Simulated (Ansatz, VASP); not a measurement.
**Two plane-wave programs on MoS2**

```
CELL_PARAMETERS angstrom
3.14139 0.00000 0.00000
-1.57069 2.72052 0.00000
0.00000 0.00000 13.08849
ATOMIC_POSITIONS crystal
Mo 0.66667 0.33333 0.25000
Mo 0.33333 0.66667 0.75000
S 0.66667 0.33333 0.63084
S 0.33333 0.66667 0.36916
S 0.66667 0.33333 0.86916
S 0.33333 0.66667 0.13084
```

Change from the starting cell: strain along c alone, the other axes held, atoms relaxed: +4.0 %.

Alike in both runs: functional PBEsol; k mesh 12 × 12 × 2; occupations gaussian, width 0.02 eV; no spin polarisation.

Ansatz relaxed the structure, and its values are those at the end. VASP's run is a single point on that final structure, the one shown.

```csv
,VASP,Ansatz
version,VASP 6.6.1,Ansatz 0.2.0
potentials or method,"VASP PAW PBE potentials, release 64 (Mo_sv, S), cutoff 520 eV","scalar-relativistic, plane waves, PAW"
valence electrons in the cell,52,52
```

Ansatz gave:

| Item | Value |
| --- | --- |
| gap on the k mesh at the Fermi level (eV) | 1.19 |
| least direct gap on the mesh (eV) | 1.76 |
| pressure (GPa) | -0.2 |

Task: What did VASP give for the same quantities?

Result: gap on the k mesh at the Fermi level (eV): 1.20; least direct gap on the mesh (eV): 1.77; pressure (GPa): -0.2.

VASP's potentials were made for PBE, not for PBEsol. The functional is the same, so the differences come from potentials, cutoffs and numerics. Ansatz's warnings: stress scf threshold loose.
